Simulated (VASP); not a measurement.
Write the native input for VASP 6.6.1 that does the following.

```yaml
Task: single point
Functional: LDA
Potentials_or_basis: VASP PAW LDA potentials, release 64 (Cu, I)
Cutoff: 520 eV
k_mesh: 9 × 9 × 9
Occupations: fermi-dirac, width 0.03 eV
Spin: no spin polarisation
Dipole_correction: no
Further_INCAR_settings: ALGO = Normal; EDIFF = 1e-06; NBANDS = 16
```

The structure of CuI lies in POSCAR:

```
CuI
1.0
    0.0000000000      2.9905287613      2.9905287613
    2.9905287613      0.0000000000      2.9905287613
    2.9905287613      2.9905287613      0.0000000000
Cu I
1 1
Direct
    0.7500000000      0.7500000000      0.7500000000
    0.0000000000      0.0000000000      0.0000000000
```

This cell differs from its parent crystal: functional lda, volume scaled by 0.96.

The input as run:

INCAR

```
  ALGO = Normal
  EDIFF = 1E-6
  ENCUT = 520
  GGA = CA
  ISIF = 2
  ISMEAR = -1
  LASPH = T
  LCHARG = F
  LREAL = F
  LWAVE = F
  NBANDS = 16
  NELM = 80
  PREC = Accurate
  SIGMA = 0.03
```

KPOINTS

```
k-points
0
Gamma
  9 9 9
```

Potentials or basis: VASP PAW LDA potentials, release 64 (Cu, I).

Launch:

```bash
$ cat potpaw_LDA.64/Cu/POTCAR potpaw_LDA.64/I/POTCAR > POTCAR
$ mpirun -np 1 vasp_std > vasp.out
```

It gave:

The pressure is -2.8 GPa and the band gap on the k mesh is 1.11 eV, direct.

Caveat: spin-orbit coupling is left out, which moves the levels of the heavy elements.

Wall time 62 s on 1 thread of AMD EPYC 7R13, with other jobs on the host, peak memory 0.14 GiB.
